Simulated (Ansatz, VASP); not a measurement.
**AlCo: VASP beside Ansatz**

File INCAR:

```
SYSTEM = AlCo
  ALGO = Normal
  EDIFF = 1E-7
  EDIFFG = -0.002
  ENCUT = 600
  GGA = PE
  GGA_COMPAT = .FALSE.
  IBRION = 2
  ISIF = 3
  ISMEAR = 0
  LASPH = .TRUE.
  LCHARG = .FALSE.
  LREAL = .FALSE.
  LWAVE = .FALSE.
  NELM = 120
  NELMIN = 4
  NSW = 100
  PREC = Accurate
  SIGMA = 0.1
```

KPOINTS

```
k-points
0
G
  14 14 14
  0 0 0
```

File POSCAR:

```
AlCo
1.0
    2.8200000000      0.0000000000      0.0000000000
    0.0000000000      2.8200000000      0.0000000000
    0.0000000000      0.0000000000      2.8200000000
Co Al
1 1
Direct
    0.0000000000      0.0000000000      0.0000000000
    0.5000000000      0.5000000000      0.5000000000
```

Input for Ansatz:

```yaml
crystal:
  lattice:
    - [2.82, 0.0, 0.0]
    - [0.0, 2.82, 0.0]
    - [0.0, 0.0, 2.82]
  atoms:
    - { symbol: Co, position: [0.0, 0.0, 0.0] }
    - { symbol: Al, position: [0.5, 0.5, 0.5] }
basis:
  ecutwfc: 420
kpoints:
  mp_grid: { grid: [14, 14, 14] }
hamiltonian:
  xc: pbe
  pseudopotentials: { kind: paw, azcp: { folder: soft_1 } }
scf:
  occupations: { method: gaussian, width: 0.1 }
output:
  forces: true
  stress: true
  eigenvalues: true
  write_density: true
  write_potential: true
  elf: true
  volumetric_format: npy
relax:
  adjacent_minimum: "off"
  f_tol: 0.002
  max_steps: 80
  cell: { stress_tol: 0.02 }
```

Alike in both runs: task relaxation of cell and atoms; functional PBE; k mesh 14 × 14 × 14; occupations gaussian, width 0.1 eV; no spin polarisation.

|  | VASP | Ansatz |
| --- | --- | --- |
| version | VASP 6.6.1 | Ansatz 0.2.0 |
| potentials or method | VASP PAW PBE potentials, release 64 (Co, Al), cutoff 600 eV | scalar-relativistic, plane waves, PAW |
| valence electrons in the cell | 12 | 20 |

Ansatz gave:

| Item | Value |
| --- | --- |
| gap on the k mesh at the Fermi level, each at its own relaxed structure (eV) | none |
| relaxed volume (Å³/atom) | 11.60 |
| relaxed cell length with the largest relative difference (Å) | 2.852 |

Q: Estimate VASP's values.

A: gap on the k mesh at the Fermi level, each at its own relaxed structure (eV): none; relaxed volume (Å³/atom): 11.59; relaxed cell length with the largest relative difference (Å): 2.851.

A gap of «none» marks a metal or a gap that the smearing closes. VASP's potentials hold 12 valence electrons a cell and Ansatz's 20, so a difference there can come from the potentials and not from the codes.
